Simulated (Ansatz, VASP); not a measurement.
## Two plane-wave programs on LiNbO3

The input INCAR:

```
ALGO = Normal
EDIFF = 1E-7
EDIFFG = -0.01
ENCUT = 600
GGA = PE
IBRION = 2
ISIF = 3
ISMEAR = 0
LASPH = True
LCHARG = False
LREAL = False
LWAVE = False
NELM = 80
NSW = 100
PREC = Accurate
SIGMA = 0.1
```

KPOINTS

```
k-points
0
Gamma
  12 12 8
```

The input POSCAR:

```
LiNbO3
1.0
    4.1933262653      0.0000000000      0.0000000000
   -2.0966631327      3.6315270721      0.0000000000
    0.0000000000      0.0000000000      5.6292932235
Li Nb O
1 1 3
Direct
    0.0000000000      0.0000000000      0.0000000000
    0.0000000000      0.0000000000      0.5000000000
    0.5000000000      0.0000000000      0.5000000000
    0.0000000000      0.5000000000      0.5000000000
    0.5000000000      0.5000000000      0.5000000000
```

Input for Ansatz:

```yaml
crystal:
  lattice:
    - [4.1933262653, 0.0, 0.0]
    - [-2.0966631327, 3.6315270721, 0.0]
    - [0.0, 0.0, 5.6292932235]
  atoms:
    - { symbol: Li, position: [0.0, 0.0, 0.0] }
    - { symbol: Nb, position: [0.0, 0.0, 0.5] }
    - { symbol: O, position: [0.5, 0.0, 0.5] }
    - { symbol: O, position: [0.0, 0.5, 0.5] }
    - { symbol: O, position: [0.5, 0.5, 0.5] }
basis:
  ecutwfc: 420
kpoints:
  mp_grid: { grid: [12, 12, 8] }
hamiltonian:
  xc: pbe
scf:
  occupations: { method: gaussian, width: 0.1 }
output:
  forces: true
  stress: true
  eigenvalues: true
  write_density: true
  write_potential: true
  elf: true
  volumetric_format: npy
relax:
  adjacent_minimum: "off"
  f_tol: 0.01
  max_steps: 80
  cell: { stress_tol: 0.05 }
```

Alike in both runs: task relaxation of cell and atoms; functional PBE; k mesh 12 × 12 × 8; occupations gaussian, width 0.1 eV; no spin polarisation.

```csv
,VASP,Ansatz
version,VASP 6.6.1,Ansatz 0.2.0
potentials or method,"VASP PAW PBE potentials, release 64 (Li_sv, Nb_sv, O), cutoff 600 eV","scalar-relativistic, plane waves, PAW"
valence electrons in the cell,34,34
```

Ansatz gave:

```
gap on the k mesh at the Fermi level, each at its own relaxed structure (eV) : none
relaxed volume (Å³/atom)                                                     : 17.18
relaxed cell length with the largest relative difference (Å)                 : 5.634
```

Question: Which values does VASP return?

Answer: gap on the k mesh at the Fermi level, each at its own relaxed structure (eV): none; relaxed volume (Å³/atom): 17.10; relaxed cell length with the largest relative difference (Å): 5.619.

A gap of «none» marks a metal or a gap that the smearing closes.

Noted on VASP's run: the cutoff is short for stress, so the pressure is rough.
